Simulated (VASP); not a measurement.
# Ni (Im-3m) in VASP: notebook, part 2 of 2

VASP 6.6.1.

**5. Single point, LDA, collinear spin, ferromagnetic start**

This run uses another cell than the first one, of 10.81 Å³/atom, 1.041 times its volume.

INCAR

```
PREC = Accurate
ENCUT = 520
EDIFF = 1E-6
ISMEAR = -1
SIGMA = 0.05
LREAL = F
LASPH = T
NELM = 150
ALGO = Normal
ISIF = 2
LWAVE = F
LCHARG = T
ISPIN = 2
MAGMOM = 1
LORBIT = 11
LMAXMIX = 4
LELF = T
LVHAR = T
NBANDS = 15
```

KPOINTS

```
regular mesh
0
Gamma
  13 13 13
```

POSCAR

```
Ni
1.0
   -1.3928794157      1.3928794157      1.3928794157
    1.3928794157     -1.3928794157      1.3928794157
    1.3928794157      1.3928794157     -1.3928794157
Ni
1
Direct
    0.0000000000      0.0000000000      0.0000000000
```

Potentials or basis: VASP PAW LDA potentials, release 64 (Ni).

On the command line:

```
$ cat potpaw_LDA.64/Ni/POTCAR > POTCAR
$ mpirun -np 1 vasp_std > vasp.out
```

OUTCAR:

```text
PREC = Accurate
   ENCUT = 520
   EDIFF = 1E-6
   ISMEAR = -1
   LREAL = F
   LASPH = T
   NELM = 150
   ISIF = 2
   ISPIN = 2
   LORBIT = 11

 ion  position               nearest neighbor table
   1  0.000  0.000  0.000-

  LATTYP: Found a body centered cubic cell.
 ALAT       =     2.7857588314

  Lattice vectors:

 A1 = (  -1.3928794157,   1.3928794157,   1.3928794157)
 A2 = (   1.3928794157,  -1.3928794157,   1.3928794157)
 A3 = (   1.3928794157,   1.3928794157,  -1.3928794157)

Analysis of symmetry for initial positions (statically):
=====================================================================
 Subroutine PRICEL returns:
 Original cell was already a primitive cell.

 Routine SETGRP: Setting up the symmetry group for a
 body centered cubic supercell.

 Subroutine GETGRP returns: Found 48 space group operations
 (whereof 48 operations were pure point group operations)
 out of a pool of 48 trial point group operations.

The static configuration has the point symmetry O_h .

Analysis of symmetry for dynamics (positions and initial velocities):
=====================================================================
 Subroutine PRICEL returns:
 Original cell was already a primitive cell.

 Routine SETGRP: Setting up the symmetry group for a
 body centered cubic supercell.

 Subroutine GETGRP returns: Found 48 space group operations
 (whereof 48 operations were pure point group operations)
 out of a pool of 48 trial point group operations.

The dynamic configuration has the point symmetry O_h .

Analysis of structural, dynamic, and magnetic symmetry:
=====================================================================
 Subroutine PRICEL returns:
 Original cell was already a primitive cell.

 Routine SETGRP: Setting up the symmetry group for a
 body centered cubic supercell.

 Subroutine GETGRP returns: Found 48 space group operations
 (whereof 48 operations were pure point group operations)
 out of a pool of 48 trial point group operations.

The overall configuration has the point symmetry O_h .

 Subroutine INISYM returns: Found 48 space group operations
 (whereof 48 operations are pure point group operations),
 and found     1 'primitive' translations

----------------------------------------------------------------------------------------

                                     Primitive cell

  volume of cell :      10.8094

  direct lattice vectors                    reciprocal lattice vectors
    -1.392879416  1.392879416  1.392879416     0.000000000  0.358968619  0.358968619
     1.392879416 -1.392879416  1.392879416     0.358968619  0.000000000  0.358968619
     1.392879416  1.392879416 -1.392879416     0.358968619  0.358968619  0.000000000

  length of vectors
     2.412537917  2.412537917  2.412537917     0.507658289  0.507658289  0.507658289

  position of ions in fractional coordinates (direct lattice)
     0.000000000  0.000000000  0.000000000

  ion indices of the primitive-cell ions
   primitive index   ion index
                 1           1

----------------------------------------------------------------------------------------

 KPOINTS: regular mesh

Automatic generation of k-mesh.
 Grid dimensions read from file:
 generate k-points for:   13   13   13

 Generating k-lattice:

  Cartesian coordinates                     Fractional coordinates (reciprocal lattice)
[... 66 lines left out ...]
   ISIF   =      2    stress and relaxation
   ISYM   =      2    0-nonsym 1-usesym 2-fastsym
   POTIM  = 0.5000    time-step for ionic-motion
   TEBEG  =    0.0;   TEEND  =   0.0 temperature during run
   PSTRESS=    0.0 pullay stress
   NELECT =      10.0000    total number of electrons
   NUPDOWN=      -1.0000    fix difference up-down
   EMIN   =  10.00;   EMAX   =-10.00  energy-range for DOS
   EFERMI =   0.00;   METHOD = LEGACY
   ISMEAR =    -1;   SIGMA  =   0.05  broadening in eV -4-tet -1-fermi 0-gaus
   EFERMI_NEDOS =   21; number of points for ismear=-14 and -15
   IALGO  =     38    algorithm
   IMIX   =      4    mixing-type and parameters
     AMIX     =   0.40;   BMIX     =  1.00
     AMIX_MAG =   1.60;   BMIX_MAG =  1.00
  volume/ion in A,a.u.               =      10.81        72.95
  Fermi-wavevector in a.u.,A,eV,Ry     =   1.595174  3.014441 34.621101  2.544579
  Thomas-Fermi vector in A             =   2.693134
   LORBIT       =     11    0 simple, 1 ext, 2 COOP (PROOUT), +10 PAW based schemes
   GGA     = CA    functional components
   LHFCALC =     F    Hartree Fock is set to
   AEXX    =    0.0000 exact exchange contribution
   IVDW    =     0    specifies the selected vdW correction
   LEPSILON=     F    determine dielectric tensor
   LRPA    =     F    only Hartree local field effects (RPA)
 spin polarized calculation
  energy-cutoff  :      520.00
  volume of cell :       10.81
 maximum number of plane-waves:       321
 NGX is ok and might be reduce to    18
   NGX =  9   NGY =  9   NGZ =  9

 number of electron      10.0000000 magnetization       1.0000000

 number of electron       9.9999991 magnetization       0.5110899

 Free energy of the ion-electron system (eV)
  ---------------------------------------------------
  ext. energy  EPLUGINS =         0.00000000
  ---------------------------------------------------
  free energy    TOTEN  =        -6.44985992 eV

  energy without entropy =       -6.43279090  energy(sigma->0) =       -6.44132541

 E-fermi :   8.9859     XC(G=0): -13.6472

 val. band max:        8.9692593556   @ k =  -0.4615   0.4615   0.1538
 cond. band min:       8.9877313086   @ k =  -0.4615   0.4615   0.3846
 fundamental gap:      0.0184719530
 Fermi energy:         8.9858745458

 spin component 1

 k-point     1 :       0.0000    0.0000    0.0000
  band No.  band energies     occupation
      1       0.0915      1.00000
      2       6.7676      1.00000
      3       6.7676      1.00000
      4       6.7676      1.00000
      5       8.1802      1.00000
      6       8.1802      1.00000
      7      35.5803      0.00000
      8      35.5803      0.00000
      9      35.5803      0.00000
     10      40.5277      0.00000
     11      40.5277      0.00000
     12      41.3232      0.00000
     13      41.3232      0.00000
     14      41.3232      0.00000
[... 403 lines left out ...]
      4       8.0588      1.00000
      5       8.2583      1.00000
      6       8.8478      0.94057
      7      22.2116      0.00000
      8      26.8510      0.00000
      9      28.0664      0.00000
     10      37.0237      0.00000
     11      40.4345      0.00000
     12      43.1875      0.00000
     13      45.1696      0.00000
     14      48.6210      0.00000
     15      51.5386      0.00000

 [... further k-points ...]

 spin component 2

 k-point     1 :       0.0000    0.0000    0.0000
  band No.  band energies     occupation
      1       0.1416      1.00000
      2       7.2905      1.00000
      3       7.2905      1.00000
      4       7.2905      1.00000
      5       8.6339      0.99912
      6       8.6339      0.99912
      7      35.5815      0.00000
      8      35.5815      0.00000
      9      35.5815      0.00000
     10      40.5617      0.00000
     11      40.5617      0.00000
     12      41.4828      0.00000
     13      41.4828      0.00000
     14      41.4828      0.00000
[... 403 lines left out ...]
      4       8.5321      0.99989
      5       8.7204      0.99508
      6       9.3780      0.00039
      7      22.3797      0.00000
      8      26.9580      0.00000
      9      28.2042      0.00000
     10      37.0821      0.00000
     11      40.5521      0.00000
     12      43.2579      0.00000
     13      45.2597      0.00000
     14      48.7187      0.00000
     15      51.6878      0.00000

 [... further k-points ...]
[... 5 lines left out ...]
  --------------------------------------------------------------------------------------
  -------------------------------------------------------------------------------------
  Total       -0.9411781     -0.9411781     -0.9411781      0.0000000      0.0000000     -0.0000000
  in kB     -139.5024555   -139.5024555   -139.5024555      0.0000000      0.0000000     -0.0000000
  external PRESSURE =    -139.5024555 kB  Pullay stress =       0.0000000 kB

 VOLUME and BASIS-vectors are now :
 -----------------------------------------------------------------------------
  energy-cutoff  :      520.00
  volume of cell :       10.81
      direct lattice vectors                 reciprocal lattice vectors
    -1.392879416  1.392879416  1.392879416     0.000000000  0.358968619  0.358968619
     1.392879416 -1.392879416  1.392879416     0.358968619  0.000000000  0.358968619
     1.392879416  1.392879416 -1.392879416     0.358968619  0.358968619  0.000000000

 POSITION                                       TOTAL-FORCE (eV/Angst)
 -----------------------------------------------------------------------------------
      0.00000      0.00000      0.00000        -0.000000      0.000000     -0.000000
 -----------------------------------------------------------------------------------
    total drift:                                0.000000     -0.000000      0.000000

  FREE ENERGIE OF THE ION-ELECTRON SYSTEM (eV)
  ---------------------------------------------------
  free  energy   TOTEN  =        -6.4498599194 eV

  energy  without entropy=       -6.4327908978  energy(sigma->0) =       -6.44132541

 total charge

# of ion       s       p       d       tot
------------------------------------------
    1        0.496   0.492   8.348   9.337

 magnetization (x)

# of ion       s       p       d       tot
------------------------------------------
    1       -0.002  -0.009   0.523   0.512
```

OSZICAR:

```text
N       E                     dE             d eps       ncg     rms          rms(c)
DAV:   1     0.326082395447E+02    0.32608E+02   -0.41734E+03  5330   0.860E+02
DAV:   2    -0.605180586340E+01   -0.38660E+02   -0.35990E+02  5796   0.163E+02
DAV:   3    -0.748516984913E+01   -0.14334E+01   -0.14209E+01  6202   0.310E+01
DAV:   4    -0.749337547973E+01   -0.82056E-02   -0.82038E-02  6184   0.224E+00
DAV:   5    -0.749347045291E+01   -0.94973E-04   -0.94972E-04  6234   0.215E-01    0.100E+01
DAV:   6    -0.679912231917E+01    0.69435E+00   -0.13238E+01  7266   0.404E+01    0.579E+00
DAV:   7    -0.647025055017E+01    0.32887E+00   -0.23420E+00  6839   0.155E+01    0.189E+00
DAV:   8    -0.645265333251E+01    0.17597E-01   -0.31339E-02  6642   0.117E+00    0.856E-01
DAV:   9    -0.645038883905E+01    0.22645E-02   -0.99452E-04  8045   0.189E-01    0.235E-01
DAV:  10    -0.644987031166E+01    0.51853E-03   -0.26221E-04  7679   0.982E-02    0.350E-02
DAV:  11    -0.644985884255E+01    0.11469E-04   -0.16681E-05  7304   0.237E-02    0.204E-02
DAV:  12    -0.644985998965E+01   -0.11471E-05   -0.60006E-06  5900   0.150E-02    0.567E-03
DAV:  13    -0.644985991940E+01    0.70258E-07   -0.14376E-07  3654   0.328E-03
   1 F= -.64498599E+01 E0= -.64413254E+01  d E =-.170690E-01  mag=     0.5110
```

stdout:

```text
POSCAR found type information on POSCAR Ni
 POSCAR found :  1 types and       1 ions
 scaLAPACK will be used
 LDA part: xc-table for (Slater(with rela. corr.)+CA(PZ))
 , standard interpolation
 POSCAR, INCAR and KPOINTS ok, starting setup
 FFT: planning ... GRIDC
 FFT: planning ... GRID_SOFT
 FFT: planning ... GRID
 WAVECAR not read
 entering main loop
```

It took 14 s on 1 thread of AMD EPYC 9R45 (Zen 5), shared host; peak memory 0.1 GiB.

Results:

```yaml
Free_energy: -6.4499 eV
Pressure: -14.0 GPa
Net_moment: 0.51 μB per cell
Site_moments: Ni +0.51 μB
Valence_electrons_inside_the_program's_atomic_spheres: Ni 9.34
```

**6. Single point, PBEsol, collinear spin, ferromagnetic start**

This run uses another cell than the first one, of 10.81 Å³/atom, 1.041 times its volume.

INCAR

```
SYSTEM = Ni
  ALGO = Normal
  EDIFF = 1E-6
  ENCUT = 520
  GGA = PS
  ISIF = 2
  ISMEAR = -1
  ISPIN = 2
  LASPH = .True.
  LCHARG = .False.
  LMAXMIX = 4
  LORBIT = 11
  LREAL = .False.
  LWAVE = .False.
  MAGMOM = 1
  NBANDS = 15
  NELM = 150
  PREC = Accurate
  SIGMA = 0.05
```

KPOINTS

```
k-points
0
Gamma
  13 13 13
  0 0 0
```

POSCAR is that of step 5.

Potentials or basis: VASP PAW PBE potentials, release 64 (Ni).

On the command line:

```
$ cat potpaw_PBE.64/Ni/POTCAR > POTCAR
$ mpirun -np 1 vasp_std > vasp.out
```

OUTCAR:

```text
SYSTEM = Ni
   EDIFF = 1E-6
   ENCUT = 520
   GGA = PS
   ISIF = 2
   ISMEAR = -1
   ISPIN = 2
   LASPH = .True.
   LORBIT = 11
   LREAL = .False.
   NELM = 150
   PREC = Accurate

 ion  position               nearest neighbor table
   1  0.000  0.000  0.000-

  LATTYP: Found a body centered cubic cell.
 ALAT       =     2.7857588314

  Lattice vectors:

[... 1067 lines left out ...]
     15      51.8636      0.00000

 [... further k-points ...]
[... 5 lines left out ...]
  --------------------------------------------------------------------------------------
  -------------------------------------------------------------------------------------
  Total       -0.4320135     -0.4320135     -0.4320135      0.0000000      0.0000000     -0.0000000
  in kB      -64.0335170    -64.0335170    -64.0335170      0.0000000      0.0000000     -0.0000000
  external PRESSURE =     -64.0335170 kB  Pullay stress =       0.0000000 kB

 VOLUME and BASIS-vectors are now :
 -----------------------------------------------------------------------------
  energy-cutoff  :      520.00
  volume of cell :       10.81
      direct lattice vectors                 reciprocal lattice vectors
    -1.392879416  1.392879416  1.392879416     0.000000000  0.358968619  0.358968619
     1.392879416 -1.392879416  1.392879416     0.358968619  0.000000000  0.358968619
     1.392879416  1.392879416 -1.392879416     0.358968619  0.358968619  0.000000000

 POSITION                                       TOTAL-FORCE (eV/Angst)
 -----------------------------------------------------------------------------------
      0.00000      0.00000      0.00000         0.000000     -0.000000      0.000000
 -----------------------------------------------------------------------------------
    total drift:                                0.000000     -0.000000      0.000000

  FREE ENERGIE OF THE ION-ELECTRON SYSTEM (eV)
  ---------------------------------------------------
  free  energy   TOTEN  =        -6.0325202425 eV

  energy  without entropy=       -6.0171473823  energy(sigma->0) =       -6.02483381

 total charge

# of ion       s       p       d       tot
------------------------------------------
    1        0.497   0.501   8.330   9.328

 magnetization (x)

# of ion       s       p       d       tot
------------------------------------------
    1       -0.003  -0.014   0.612   0.594
```

OSZICAR:

```text
N       E                     dE             d eps       ncg     rms          rms(c)
DAV:   1     0.326120315073E+02    0.32612E+02   -0.41741E+03  5338   0.854E+02
DAV:   2    -0.577491552941E+01   -0.38387E+02   -0.35719E+02  5789   0.163E+02
DAV:   3    -0.716067334206E+01   -0.13858E+01   -0.13745E+01  6174   0.305E+01
DAV:   4    -0.716855968020E+01   -0.78863E-02   -0.78847E-02  6218   0.220E+00
DAV:   5    -0.716865290070E+01   -0.93220E-04   -0.93219E-04  6137   0.213E-01    0.104E+01
DAV:   6    -0.638184687670E+01    0.78681E+00   -0.14046E+01  7301   0.415E+01    0.577E+00
DAV:   7    -0.605203518508E+01    0.32981E+00   -0.23824E+00  6853   0.154E+01    0.191E+00
DAV:   8    -0.603553166025E+01    0.16504E-01   -0.31231E-02  6731   0.120E+00    0.918E-01
DAV:   9    -0.603304434859E+01    0.24873E-02   -0.14916E-03  8303   0.210E-01    0.255E-01
DAV:  10    -0.603252573246E+01    0.51862E-03   -0.28288E-04  8225   0.898E-02    0.366E-02
DAV:  11    -0.603251894452E+01    0.67879E-05   -0.22341E-05  7096   0.385E-02    0.184E-02
DAV:  12    -0.603252039596E+01   -0.14514E-05   -0.18505E-06  5077   0.950E-03    0.766E-03
DAV:  13    -0.603252024255E+01    0.15341E-06   -0.17050E-07  3766   0.328E-03
   1 F= -.60325202E+01 E0= -.60248338E+01  d E =-.153729E-01  mag=     0.5894
```

Wall time 14 s (1 thread of AMD EPYC 9R45 (Zen 5), shared host); peak memory 0.11 GiB.

Results:

- Free energy: -6.0325 eV
- Pressure: -6.4 GPa
- Net moment: 0.59 μB per cell
- Site moments: Ni +0.59 μB
- Valence electrons inside the program's atomic spheres: Ni 9.33

Caveat: the PAW data sets were made with another functional, which shifts forces and pressure a little.

**7. Summary**

| level | potentials or basis | cell | gap on the mesh (eV) | pressure (GPa) | moment (μB) |
| --- | --- | --- | --- | --- | --- |
| PBEsol | VASP PAW PBE potentials, release 64 (Ni) | a = 2.381 Å, angles 109.5°, 1 atom | none | 1.9 | 0.57 |
| LDA | VASP PAW LDA potentials, release 64 (Ni) | a = 2.397 Å, angles 109.5°, 1 atom | none | -10.8 | 0.45 |
| PBEsol | VASP PAW PBE potentials, release 64 (Ni) | a = 2.397 Å, angles 109.5°, 1 atom | none | -2.5 | 0.58 |
| LDA | VASP PAW LDA potentials, release 64 (Ni) | a = 2.413 Å, angles 109.5°, 1 atom | none | -14.0 | 0.51 |
| PBEsol | VASP PAW PBE potentials, release 64 (Ni) | a = 2.413 Å, angles 109.5°, 1 atom | none | -6.4 | 0.59 |

Alike in all rows: task single point; spin collinear, ferromagnetic start; k mesh 13 × 13 × 13; cutoff (eV) 520; smearing fermi-dirac 0.05 eV.

Caveats: the PAW data sets were made with another functional, which shifts forces and pressure a little (some runs).

Total energies depend on the potentials used, so only differences within one code and one set of settings carry meaning.
